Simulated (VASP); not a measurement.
# Cr (Pm-3m) in VASP: notebook

Runs on Cr. Level: revPBE. Tasks: single point.

All numbers are computed with VASP 6.6.1; they aren't measurements. Logs are shortened: lines on timing, memory, paths and dates and some standing lists are left out, and cuts for length are marked.

### Step 1. The cell of the first run

The structure is cubic, space group Pm-3m (No. 221). The conventional cell has a = 2.351 Å, b = 2.351 Å, c = 2.351 Å, α = 90.00°, β = 90.00°, γ = 90.00°. Cr (site symmetry m-3m) has 6 Cr at 2.35 Å within 3.1 Å.

This isn't the form of Cr at room conditions, which is bcc.

### Step 2. Single point, revPBE, collinear spin, ferromagnetic start

INCAR

```
SYSTEM = Cr
  PREC = Accurate
  ENCUT = 520
  EDIFF = 1E-6
  ISMEAR = -1
  SIGMA = 0.05
  LREAL = .FALSE.
  LASPH = .TRUE.
  NELM = 150
  ALGO = Normal
  ISIF = 2
  LWAVE = .FALSE.
  LCHARG = .FALSE.
  ISPIN = 2
  MAGMOM = 1.5
  LORBIT = 11
  LMAXMIX = 4
  GGA = RE
  NBANDS = 16
```

KPOINTS

```
Automatic mesh
0
G
  13 13 13
  0 0 0
```

POSCAR

```
Cr
1.0
    2.3506751375      0.0000000000      0.0000000000
    0.0000000000      2.3506751375      0.0000000000
    0.0000000000      0.0000000000      2.3506751375
Cr
1
Direct
    0.0000000000      0.0000000000      0.0000000000
```

Potentials or basis: VASP PAW PBE potentials, release 64 (Cr_pv).

On the command line:

```
cat potpaw_PBE.64/Cr_pv/POTCAR > POTCAR
mpirun -np 1 vasp_std > vasp.out
```

OUTCAR:

```text
SYSTEM = Cr
   PREC = Accurate
   ENCUT = 520
   EDIFF = 1E-6
   ISMEAR = -1
   LREAL = .FALSE.
   LASPH = .TRUE.
   NELM = 150
   ISIF = 2
   ISPIN = 2
   LORBIT = 11
   GGA = RE

 ion  position               nearest neighbor table
   1  0.000  0.000  0.000-

  LATTYP: Found a simple cubic cell.
 ALAT       =     2.3506751375

  Lattice vectors:

 A1 = (   2.3506751375,   0.0000000000,   0.0000000000)
 A2 = (   0.0000000000,   2.3506751375,   0.0000000000)
 A3 = (   0.0000000000,   0.0000000000,   2.3506751375)

Analysis of symmetry for initial positions (statically):
=====================================================================
 Subroutine PRICEL returns:
 Original cell was already a primitive cell.

 Routine SETGRP: Setting up the symmetry group for a
 simple cubic supercell.

 Subroutine GETGRP returns: Found 48 space group operations
 (whereof 48 operations were pure point group operations)
 out of a pool of 48 trial point group operations.

The static configuration has the point symmetry O_h .

Analysis of symmetry for dynamics (positions and initial velocities):
=====================================================================
 Subroutine PRICEL returns:
 Original cell was already a primitive cell.

 Routine SETGRP: Setting up the symmetry group for a
 simple cubic supercell.

 Subroutine GETGRP returns: Found 48 space group operations
 (whereof 48 operations were pure point group operations)
 out of a pool of 48 trial point group operations.

The dynamic configuration has the point symmetry O_h .

Analysis of structural, dynamic, and magnetic symmetry:
=====================================================================
 Subroutine PRICEL returns:
 Original cell was already a primitive cell.

 Routine SETGRP: Setting up the symmetry group for a
 simple cubic supercell.

 Subroutine GETGRP returns: Found 48 space group operations
 (whereof 48 operations were pure point group operations)
 out of a pool of 48 trial point group operations.

The overall configuration has the point symmetry O_h .

 Subroutine INISYM returns: Found 48 space group operations
 (whereof 48 operations are pure point group operations),
 and found     1 'primitive' translations

----------------------------------------------------------------------------------------

                                     Primitive cell

  volume of cell :      12.9891

  direct lattice vectors                    reciprocal lattice vectors
     2.350675138  0.000000000  0.000000000     0.425409698  0.000000000  0.000000000
     0.000000000  2.350675138  0.000000000     0.000000000  0.425409698  0.000000000
     0.000000000  0.000000000  2.350675138     0.000000000  0.000000000  0.425409698
[... 97 lines left out ...]
   ISMEAR =    -1;   SIGMA  =   0.05  broadening in eV -4-tet -1-fermi 0-gaus
   EFERMI_NEDOS =   21; number of points for ismear=-14 and -15
   IALGO  =     38    algorithm
   IMIX   =      4    mixing-type and parameters
     AMIX     =   0.40;   BMIX     =  1.00
     AMIX_MAG =   1.60;   BMIX_MAG =  1.00
  volume/ion in A,a.u.               =      12.99        87.65
  Fermi-wavevector in a.u.,A,eV,Ry     =   1.594444  3.013062 34.589438  2.542252
  Thomas-Fermi vector in A             =   2.692518
   LORBIT       =     11    0 simple, 1 ext, 2 COOP (PROOUT), +10 PAW based schemes
   GGA     = RE    functional components
   LHFCALC =     F    Hartree Fock is set to
   AEXX    =    0.0000 exact exchange contribution
   IVDW    =     0    specifies the selected vdW correction
   LEPSILON=     F    determine dielectric tensor
   LRPA    =     F    only Hartree local field effects (RPA)
 spin polarized calculation
  energy-cutoff  :      520.00
  volume of cell :       12.99
 maximum number of plane-waves:       365
 NGX is ok and might be reduce to    18
   NGX =  9   NGY =  9   NGZ =  9

 number of electron      12.0000012 magnetization      -0.0004360

 number of electron      12.0000012 magnetization       0.0000105

 Free energy of the ion-electron system (eV)
  ---------------------------------------------------
  ext. energy  EPLUGINS =         0.00000000
  ---------------------------------------------------
  free energy    TOTEN  =        -8.10650505 eV

  energy without entropy =       -8.09716659  energy(sigma->0) =       -8.10183582

 E-fermi :   9.5865     XC(G=0): -12.7931

 val. band max:        9.5386776847   @ k =   0.3846   0.1538   0.1538
 cond. band min:       9.6086993481   @ k =   0.3846   0.3077   0.1538
 fundamental gap:      0.0700216634
 Fermi energy:         9.5864864115

 spin component 1

 k-point     1 :       0.0000    0.0000    0.0000
  band No.  band energies     occupation
      1     -33.0483      1.00000
      2     -33.0483      1.00000
      3     -33.0483      1.00000
      4       2.2523      1.00000
      5       6.4322      1.00000
      6       6.4322      1.00000
[... 435 lines left out ...]
      5       7.4392      1.00000
      6      10.1734      0.00001
[... 8 lines left out ...]
     15      37.3481      0.00000
     16      40.0334      0.00000

 [... further k-points ...]

 spin component 2

 k-point     1 :       0.0000    0.0000    0.0000
  band No.  band energies     occupation
      1     -33.0483      1.00000
      2     -33.0483      1.00000
      3     -33.0483      1.00000
      4       2.2522      1.00000
      5       6.4322      1.00000
      6       6.4322      1.00000
[... 435 lines left out ...]
      5       7.4392      1.00000
      6      10.1734      0.00001
[... 8 lines left out ...]
     15      37.3481      0.00000
     16      40.0334      0.00000

 [... further k-points ...]
[... 5 lines left out ...]
  --------------------------------------------------------------------------------------
  -------------------------------------------------------------------------------------
  Total       -0.0135495     -0.0135495     -0.0135495      0.0000000      0.0000000     -0.0000000
  in kB       -1.6713099     -1.6713099     -1.6713099      0.0000000      0.0000000     -0.0000000
  external PRESSURE =      -1.6713099 kB  Pullay stress =       0.0000000 kB

 VOLUME and BASIS-vectors are now :
 -----------------------------------------------------------------------------
  energy-cutoff  :      520.00
  volume of cell :       12.99
      direct lattice vectors                 reciprocal lattice vectors
     2.350675138  0.000000000  0.000000000     0.425409698  0.000000000  0.000000000
     0.000000000  2.350675138  0.000000000     0.000000000  0.425409698  0.000000000
     0.000000000  0.000000000  2.350675138     0.000000000  0.000000000  0.425409698

 POSITION                                       TOTAL-FORCE (eV/Angst)
 -----------------------------------------------------------------------------------
      0.00000      0.00000      0.00000         0.000000      0.000000      0.000000
 -----------------------------------------------------------------------------------
    total drift:                                0.000000      0.000000      0.000000

  FREE ENERGIE OF THE ION-ELECTRON SYSTEM (eV)
  ---------------------------------------------------
  free  energy   TOTEN  =        -8.1065050461 eV

  energy  without entropy=       -8.0971665936  energy(sigma->0) =       -8.10183582

 total charge

# of ion       s       p       d       tot
------------------------------------------
    1        0.447   6.290   4.322  11.059

 magnetization (x)

# of ion       s       p       d       tot
------------------------------------------
    1       -0.000   0.000   0.000   0.000
```

stdout:

```text
POSCAR found type information on POSCAR Cr
 POSCAR found :  1 types and       1 ions
 scaLAPACK will be used
 -----------------------------------------------------------------------------
|                                                                             |
|                                                                             |
|     You enforced a specific xc type in the INCAR file but a different       |
|     I HOPE YOU KNOW WHAT YOU ARE DOING!                                     |
|                                                                             |
 -----------------------------------------------------------------------------

 LDA part: xc-table for (Slater+PW92), standard interpolation
 POSCAR, INCAR and KPOINTS ok, starting setup
 FFT: planning ... GRIDC
 FFT: planning ... GRID_SOFT
 FFT: planning ... GRID
 WAVECAR not read
 entering main loop
```

Run time: 44 s. Hardware: 1 thread of Intel Xeon 8259CL, shared host; peak memory 0.14 GiB.

Results:

```
Free energy                                           : -8.1065 eV
Pressure                                              : -0.2 GPa
Band gap on the k mesh                                : zero (filled and empty bands overlap)
Net moment                                            : 0.00 μB per cell
Valence electrons inside the program's atomic spheres : Cr 11.06
```

Levels at points of the mesh, in eV from the Fermi level:
Spin up:
```csv
k point,band 2,band 3,band 4,band 5,band 6,band 7,band 8,band 9,band 10,band 11
"(0.00, 0.00, 0.00)",-42.63,-42.63,-7.33,-3.15,-3.15,2.38,2.38,2.38,7.52,19.40
```
Spin down:
| k point | band 3 | band 4 | band 5 | band 6 | band 7 | band 8 | band 9 | band 10 |
| --- | --- | --- | --- | --- | --- | --- | --- | --- |
| (0.00, 0.00, 0.00) | -42.63 | -7.33 | -3.15 | -3.15 | 2.38 | 2.38 | 2.38 | 7.52 |

Caveat: the PAW data sets were made with another functional, which shifts forces and pressure a little.

(Part 1 of 2 ends here.)
